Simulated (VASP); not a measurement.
Set up this calculation in VASP 6.6.1, as the native input.

```
Task                   : single point
Functional             : LDA
Potentials or basis    : VASP PAW LDA potentials, release 64 (O, C)
Cutoff                 : 520 eV
k mesh                 : 10 × 10 × 10
Occupations            : gaussian, width 0.01 eV
Spin                   : no spin polarisation
Dipole correction      : no
Further INCAR settings : ALGO = Normal; EDIFF = 1e-07; NBANDS = 25
```

The structure of CO2 lies in POSCAR:

```
CO2
1.0
   -1.9747270000      1.9747270000      3.0140580000
    1.9747270000     -1.9747270000      3.0140580000
    1.9747270000      1.9747270000     -3.0140580000
O C
4 2
Direct
    0.8750000000      0.9597980000      0.5847980000
    0.3750000000      0.2902020000      0.4152020000
    0.0402020000      0.6250000000      0.9152020000
    0.7097980000      0.1250000000      0.0847980000
    0.0000000000      0.0000000000      0.0000000000
    0.7500000000      0.2500000000      0.5000000000
```

One way to write it, as run:

INCAR

```
SYSTEM = CO2
PREC = Accurate
ENCUT = 520
EDIFF = 1E-7
ISMEAR = 0
SIGMA = 0.01
LREAL = .FALSE.
LASPH = .TRUE.
NELM = 80
ALGO = Normal
ISIF = 2
LWAVE = .FALSE.
LCHARG = .FALSE.
GGA = CA
NBANDS = 25
```

KPOINTS

```
regular mesh
0
G
  10 10 10
  0 0 0
```

Potentials or basis: VASP PAW LDA potentials, release 64 (O, C).

Command:

```console
$ cat potpaw_LDA.64/O/POTCAR potpaw_LDA.64/C/POTCAR > POTCAR
$ mpirun -np 1 vasp_std > vasp.out
```

Results of the run:

```
Pressure               : -11.8 GPa
Largest force          : 0.420 eV/Å
Band gap on the k mesh : 7.38 eV (least direct gap 7.89 eV)
```

Caveat: the cell stands under tension.

Run time: 2.2 min on 1 thread of Intel Xeon 8259CL (shared host), peak memory 0.21 GiB.
